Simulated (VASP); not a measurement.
A run of VASP 6.6.1:

Contents of INCAR:

```
PREC = Accurate
ENCUT = 520
EDIFF = 1E-6
ISMEAR = -1
SIGMA = 0.05
LREAL = Auto
LASPH = True
NELM = 60
ALGO = Normal
ISIF = 2
LWAVE = False
LCHARG = False
GGA = PS
ISYM = 0
NBANDS = 189
```

Contents of KPOINTS:

```
Automatic mesh
0
Gamma
  1 1 1
  0.25 0.25 0.25
```

The input POSCAR:

```
Ba8Zr8O25
1.0
    8.3619610000      0.0000000000      0.0000000000
    0.0000000000      8.3619610000      0.0000000000
    0.0000000000      0.0000000000      8.3619610000
Ba Zr O
8 8 25
Direct
    0.0023600000      0.0078050000      0.9998250000
    0.9969340000      0.9915850000      0.5001970000
    0.0011170000      0.4972060000      0.0002520000
    0.9930390000      0.5180670000      0.4999710000
    0.5053840000      0.0084780000      0.0000880000
    0.5112210000      0.9919250000      0.5005360000
    0.5048050000      0.4966400000      0.9998840000
    0.5118110000      0.5175890000      0.4993650000
    0.2533050000      0.2523700000      0.2466060000
    0.2532070000      0.2524270000      0.7534110000
    0.2533650000      0.7530190000      0.2497060000
    0.2532930000      0.7529640000      0.7503840000
    0.7536510000      0.2530610000      0.2485470000
    0.7532910000      0.2530030000      0.7515360000
    0.7532920000      0.7532280000      0.2468480000
    0.7531830000      0.7530480000      0.7531710000
    0.2543610000      0.2438420000      0.0001390000
    0.1661510000      0.2595310000      0.5004980000
    0.2528990000      0.7620110000      0.0000490000
    0.2536130000      0.7448590000      0.5000330000
    0.7525000000      0.2668260000      0.0000550000
    0.7542490000      0.2422280000      0.5000520000
    0.7536300000      0.7406310000      0.0000270000
    0.7529280000      0.7616890000      0.5000460000
    0.0011630000      0.2498150000      0.2264240000
    0.0009920000      0.2541660000      0.7727840000
    0.0032910000      0.7545170000      0.2536640000
    0.0029750000      0.7505880000      0.7464800000
    0.5058620000      0.2534890000      0.2292780000
    0.5055760000      0.2489010000      0.7717420000
    0.5034940000      0.7512060000      0.2528260000
    0.5032100000      0.7551150000      0.7472530000
    0.2546270000      0.0039400000      0.2640030000
    0.2502100000      0.0038020000      0.7359510000
    0.2521980000      0.5011720000      0.2478140000
    0.2560560000      0.5010770000      0.7525980000
    0.7516800000      0.0017200000      0.2398930000
    0.7555870000      0.0015730000      0.7602490000
    0.7550380000      0.5041190000      0.2622220000
    0.7506150000      0.5038740000      0.7378320000
    0.3391780000      0.2550510000      0.4997260000
```

Potentials or basis: VASP PAW PBE potentials, release 64 (Ba_sv, Zr_sv, O).

Command:

```sh
$ cat potpaw_PBE.64/Ba_sv/POTCAR potpaw_PBE.64/Zr_sv/POTCAR potpaw_PBE.64/O/POTCAR > POTCAR
$ mpirun -np 1 vasp_std > vasp.out
```

Hardware: 1 thread of AMD EPYC 7R43 64-Core Processor (Zen 3), with other jobs on the host.

**Question.** Estimate the wall time of this run.

**Answer.** It took 16 min on 1 thread of AMD EPYC 7R43 64-Core Processor (Zen 3), on a shared host, peak memory 0.69 GiB. Counts: scf iterations 16, k points 4.
